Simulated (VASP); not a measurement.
# Te5As (R-3m) in VASP: further runs, part 2 of 2

VASP 6.6.1. The steps go on from the part before.

**3. Single point, PBE**

This run uses another cell than the first one, of 32.48 Å³/atom.

INCAR reads:

```
SYSTEM = Te5As
ALGO = Normal
EDIFF = 1E-6
ENCUT = 520
GGA = PE
ISIF = 2
ISMEAR = 0
LASPH = .TRUE.
LCHARG = .TRUE.
LELF = .TRUE.
LREAL = .FALSE.
LVHAR = .TRUE.
LWAVE = .FALSE.
NBANDS = 26
NELM = 60
PREC = Accurate
SIGMA = 0.1
```

KPOINTS reads:

```
k-points
0
G
  6 6 6
  0 0 0
```

POSCAR reads:

```
Te5As
1.0
    3.9104124912      2.2576777044      3.6789466731
   -3.9104124912      2.2576777044      3.6789466731
    0.0000000000     -4.5153554089      3.6789466731
Te As
5 1
Direct
    0.1556772236      0.1556772236      0.1556772236
    0.8443227764      0.8443227764      0.8443227764
    0.0000000000      0.5000000000      0.5000000000
    0.5000000000      0.0000000000      0.5000000000
    0.5000000000      0.5000000000      0.0000000000
    0.5000000000      0.5000000000      0.5000000000
```

Potentials or basis: VASP PAW PBE potentials, release 64 (Te, As).

Started as:

```console
$ cat potpaw_PBE.64/Te/POTCAR potpaw_PBE.64/As/POTCAR > POTCAR
$ mpirun -np 1 vasp_std > vasp.out
```

OUTCAR:

```text
SYSTEM = Te5As
   EDIFF = 1E-6
   ENCUT = 520
   GGA = PE
   ISIF = 2
   ISMEAR = 0
   LASPH = .TRUE.
   LREAL = .FALSE.
   NELM = 60
   PREC = Accurate

 ion  position               nearest neighbor table
   1  0.156  0.156  0.156-   5 2.99   4 2.99   3 2.99   2 3.44
   2  0.844  0.844  0.844-   5 2.99   4 2.99   3 2.99   1 3.44
   3  0.000  0.500  0.500-   6 2.91   6 2.91   1 2.99   2 2.99
   4  0.500  0.000  0.500-   6 2.91   6 2.91   1 2.99   2 2.99
   5  0.500  0.500  0.000-   6 2.91   6 2.91   1 2.99   2 2.99
   6  0.500  0.500  0.500-   3 2.91   4 2.91   4 2.91   3 2.91   5 2.91   5 2.91

  LATTYP: Found a trigonal (rhomboedric) cell.
 ALAT       =     5.8243525899
 COS(alpha) =     0.0984707487

  Lattice vectors:

 A1 = (   3.9104124912,   2.2576777044,   3.6789466731)
 A2 = (  -3.9104124912,   2.2576777044,   3.6789466731)
 A3 = (   0.0000000000,  -4.5153554089,   3.6789466731)

Analysis of symmetry for initial positions (statically):
=====================================================================
 Subroutine PRICEL returns:
 Original cell was already a primitive cell.

[... 181 lines left out ...]
 cond. band min:       5.2791133791   @ k =  -0.3333   0.3333   0.0000
 fundamental gap:      0.0454068927
 Fermi energy:         5.2397480250

 k-point     1 :       0.0000    0.0000    0.0000
  band No.  band energies     occupation
      1      -8.2206      2.00000
      2      -5.5656      2.00000
      3      -5.3757      2.00000
      4      -5.3339      2.00000
      5      -5.3339      2.00000
      6      -2.5742      2.00000
[... 685 lines left out ...]
     25      10.7488      0.00000
     26      11.0152      0.00000

 [... further k-points ...]

------------------------ aborting loop because EDIFF is reached ----------------------------------------

  FORCE on cell =-STRESS in cart. coord.  units (eV):
  Direction    XX          YY          ZZ          XY          YZ          ZX
  --------------------------------------------------------------------------------------
  -------------------------------------------------------------------------------------
  Total       -0.0320350     -0.0320350     -0.0214692      0.0000000      0.0000000     -0.0000000
  in kB       -0.2633759     -0.2633759     -0.1765090      0.0000000      0.0000000     -0.0000000
  external PRESSURE =      -0.2344203 kB  Pullay stress =       0.0000000 kB

 VOLUME and BASIS-vectors are now :
 -----------------------------------------------------------------------------
  energy-cutoff  :      520.00
  volume of cell :      194.88
      direct lattice vectors                 reciprocal lattice vectors
     3.910412491  2.257677704  3.678946673     0.127863749  0.073822170  0.090605644
    -3.910412491  2.257677704  3.678946673    -0.127863749  0.073822170  0.090605644
     0.000000000 -4.515355409  3.678946673     0.000000000 -0.147644339  0.090605644

 POSITION                                       TOTAL-FORCE (eV/Angst)
 -----------------------------------------------------------------------------------
      0.00000     -0.00000      1.71818        -0.000000     -0.000000      0.007813
      0.00000     -0.00000      9.31866        -0.000000      0.000000     -0.007813
     -1.95521     -1.12884      3.67895        -0.000000      0.000000      0.000000
      1.95521     -1.12884      3.67895         0.000000      0.000000      0.000000
      0.00000      2.25768      3.67895        -0.000000      0.000000      0.000000
      0.00000     -0.00000      5.51842        -0.000000      0.000000      0.000000
 -----------------------------------------------------------------------------------
    total drift:                                0.000000      0.000000     -0.000000

  FREE ENERGIE OF THE ION-ELECTRON SYSTEM (eV)
  ---------------------------------------------------
  free  energy   TOTEN  =       -19.4852118382 eV

  energy  without entropy=      -19.4653712924  energy(sigma->0) =      -19.47529157
```

OSZICAR:

```text
N       E                     dE             d eps       ncg     rms          rms(c)
DAV:   1     0.160983672785E+03    0.16098E+03   -0.12547E+04  1664   0.107E+03
DAV:   2    -0.627552719478E+01   -0.16726E+03   -0.16163E+03  2200   0.162E+02
DAV:   3    -0.192289343599E+02   -0.12953E+02   -0.12752E+02  2118   0.484E+01
DAV:   4    -0.194945860241E+02   -0.26565E+00   -0.26525E+00  2134   0.799E+00
DAV:   5    -0.194998940727E+02   -0.53080E-02   -0.53076E-02  2164   0.119E+00    0.137E+01
DAV:   6    -0.194853887862E+02    0.14505E-01   -0.27239E-02  1958   0.742E-01    0.860E+00
DAV:   7    -0.194858201398E+02   -0.43135E-03   -0.47674E-02  1846   0.101E+00    0.368E-01
DAV:   8    -0.194852271711E+02    0.59297E-03   -0.38164E-03  1904   0.272E-01    0.218E-01
DAV:   9    -0.194852072718E+02    0.19899E-04   -0.37159E-04  2066   0.839E-02    0.828E-02
DAV:  10    -0.194852127726E+02   -0.55008E-05   -0.33172E-05  2006   0.274E-02    0.201E-02
DAV:  11    -0.194852118382E+02    0.93430E-06   -0.26203E-06  1702   0.884E-03
   1 F= -.19485212E+02 E0= -.19475292E+02  d E =-.198405E-01
```

stdout:

```text
POSCAR found type information on POSCAR TeAs
 POSCAR found :  2 types and       6 ions
 scaLAPACK will be used
 LDA part: xc-table for (Slater+PW92), standard interpolation
 POSCAR, INCAR and KPOINTS ok, starting setup
 FFT: planning ... GRIDC
 FFT: planning ... GRID_SOFT
 FFT: planning ... GRID
 WAVECAR not read
 entering main loop
```

It took 1.8 min on 1 thread of Intel Xeon Platinum 8259CL at 2.50GHz (Skylake/Cascade Lake), shared host; peak memory 0.39 GiB.

Results:

```yaml
Free_energy: -19.4852 eV
Pressure: 0.0 GPa
Largest_force: 0.008 eV/Å
Band_gap_on_the_k_mesh: zero (an odd number of electrons rules out a gap without spin polarisation)
```

Forces in eV/Å, atoms in the order of the input:
```
Te   0.000  0.000  0.008
Te   0.000  0.000 -0.008
Te   0.000  0.000  0.000
Te   0.000  0.000  0.000
Te   0.000  0.000  0.000
As   0.000  0.000  0.000
```

Levels at points of the mesh, in eV from the Fermi level:
```
           k point  band 15  band 16  band 17  band 18  band 19  band 20  band 21  band 22
(0.00, 0.00, 0.00)    -1.44    -1.23    -1.23    -0.46     1.76     1.76     3.24     3.75
(0.50, 0.00, 0.00)    -1.32    -0.88    -0.76    -0.04     0.65     1.66     1.82     2.10
(0.50, 0.50, 0.00)    -1.08    -0.59    -0.39    -0.24     0.39     1.00     2.21     2.38
(0.50, 0.50, 0.50)    -0.75    -0.75    -0.66    -0.43    -0.26    -0.26     0.27     1.90
```

Caveat: spin-orbit coupling is left out, which moves the levels of the heavy elements; an odd number of electrons without spin polarisation forces a metal; a magnetic or distorted state may lie lower.

**4. Relaxation of cell and atoms, PBE**

This run uses another cell than the first one, of 32.52 Å³/atom.

INCAR reads:

```
PREC     = Accurate       # precision mode
ENCUT    = 600            # plane-wave cutoff, eV
EDIFF    = 1E-6           # SCF threshold, eV
ISMEAR   = 0              # smearing method
SIGMA    = 0.1            # smearing width, eV
LREAL    = False          # projectors in reciprocal space
LASPH    = True           # aspherical terms in the spheres
NELM     = 80             # most SCF steps
ALGO     = Normal         # electronic algorithm
ISIF     = 3              # what is computed and relaxed
LWAVE    = False          # write WAVECAR
LCHARG   = False          # write CHGCAR
GGA      = PE             # functional
IBRION   = 2              # ionic algorithm
NSW      = 100            # ionic steps
EDIFFG   = -0.01          # ionic threshold
```

KPOINTS reads:

```
regular mesh
0
Gamma
  6 6 6
```

POSCAR reads:

```
Te5As
1.0
    3.9163701203      2.2611173432      3.6718311128
   -3.9163701203      2.2611173432      3.6718311128
    0.0000000000     -4.5222346864      3.6718311128
Te As
5 1
Direct
    0.1521442861      0.1521442861      0.1521442861
    0.8478557139      0.8478557139      0.8478557139
    0.0000000000      0.5000000000      0.5000000000
    0.5000000000      0.0000000000      0.5000000000
    0.5000000000      0.5000000000      0.0000000000
    0.5000000000      0.5000000000      0.5000000000
```

Started as:

```console
$ cat potpaw_PBE.64/Te/POTCAR potpaw_PBE.64/As/POTCAR > POTCAR
$ mpirun -np 1 vasp_std > vasp.out
```

Run time: 9.3 min. Hardware: 1 thread of Intel Xeon Platinum 8259CL at 2.50GHz (Skylake/Cascade Lake), shared host; peak memory 0.43 GiB.

It converged, with:

| Quantity | Value |
| --- | --- |
| Free energy | -19.4853 eV |
| Relaxed volume | 32.49 Å³/atom |
| Relaxed cell | a = 5.825 Å, b = 5.825 Å, c = 5.825 Å, α = 84.38°, β = 84.38°, γ = 84.38° |
| Space group after relaxing (to 0.1 Å) | R-3m (No. 166) |
| Energy gained by relaxing | 1.5 meV/atom |
| Ionic steps | 9 |
| Pressure after relaxing | 0.0 GPa |
| Band gap on the k mesh | zero (an odd number of electrons rules out a gap without spin polarisation) |

The path:
```tsv
step	energy change (eV)	largest force (eV/Å)	pressure (GPa)	volume (Å³)
1	0.0000	0.2165	-0.45	195.09
2	-0.0044	0.0688	0.30	192.53
3	-0.0048	0.1030	0.13	193.09
4	-0.0062	0.0814	0.11	193.42
5	-0.0087	0.0173	0.04	194.41
6	-0.0089	0.0059	0.03	194.78
7	-0.0089	0.0084	0.03	194.82
8	-0.0089	0.0138	-0.08	195.14
9	-0.0089	0.0001	-0.02	194.94
```

Final structure:
```
CELL_PARAMETERS angstrom
3.91183 2.25849 3.67755
-3.91183 2.25849 3.67755
0.00000 -4.51699 3.67755
ATOMIC_POSITIONS crystal
Te 0.15580 0.15580 0.15580
Te 0.84420 0.84420 0.84420
Te 0.00000 0.50000 0.50000
Te 0.50000 0.00000 0.50000
Te 0.50000 0.50000 0.00000
As 0.50000 0.50000 0.50000
```

Levels at points of the mesh, in eV from the Fermi level:
| k point | band 15 | band 16 | band 17 | band 18 | band 19 | band 20 | band 21 |
| --- | --- | --- | --- | --- | --- | --- | --- |
| (0.00, 0.00, 0.00) | -1.43 | -1.23 | -1.23 | -0.46 | 1.76 | 1.76 | 3.24 |
| (0.50, 0.00, 0.00) | -1.32 | -0.88 | -0.76 | -0.04 | 0.65 | 1.66 | 1.82 |
| (0.50, 0.50, 0.00) | -1.08 | -0.60 | -0.39 | -0.23 | 0.39 | 1.00 | 2.21 |
| (0.50, 0.50, 0.50) | -0.75 | -0.75 | -0.67 | -0.43 | -0.25 | -0.25 | 0.27 |

Caveat: spin-orbit coupling is left out, which moves the levels of the heavy elements; an odd number of electrons without spin polarisation forces a metal; a magnetic or distorted state may lie lower.

**5. The runs side by side**

| task | cell | k mesh | cutoff (eV) | gap on the mesh (eV) | pressure (GPa) | relaxed volume (Å³/atom) |
| --- | --- | --- | --- | --- | --- | --- |
| relaxation of cell and atoms | relaxed from a = 6.721 Å, angles 63.0°, 6 atoms, atomic positions A | 3 × 3 × 3 | 600 | none | 0.0 | 32.45 |
| single point | a = 5.824 Å, angles 84.3°, 6 atoms, atomic positions B | 6 × 6 × 6 | 520 | none | 0.0 | - |
| relaxation of cell and atoms | relaxed from a = 5.825 Å, angles 84.5°, 6 atoms, atomic positions C | 6 × 6 × 6 | 600 | none | 0.0 | 32.49 |

Alike in all rows: level PBE; potentials or basis VASP PAW PBE potentials, release 64 (Te, As); no spin polarisation; smearing gaussian 0.1 eV.

Caveats: some runs use coarse meshes; spin-orbit coupling is left out, which moves the levels of the heavy elements; an odd number of electrons without spin polarisation forces a metal; a magnetic or distorted state may lie lower; the volume moved by over 15 % at a fixed basis, so the end points are rough (at least some runs).

Absolute energies hang on the potentials; compare differences alone.

The gap in the log of VASP goes by the Fermi energy; the results here count the filled bands.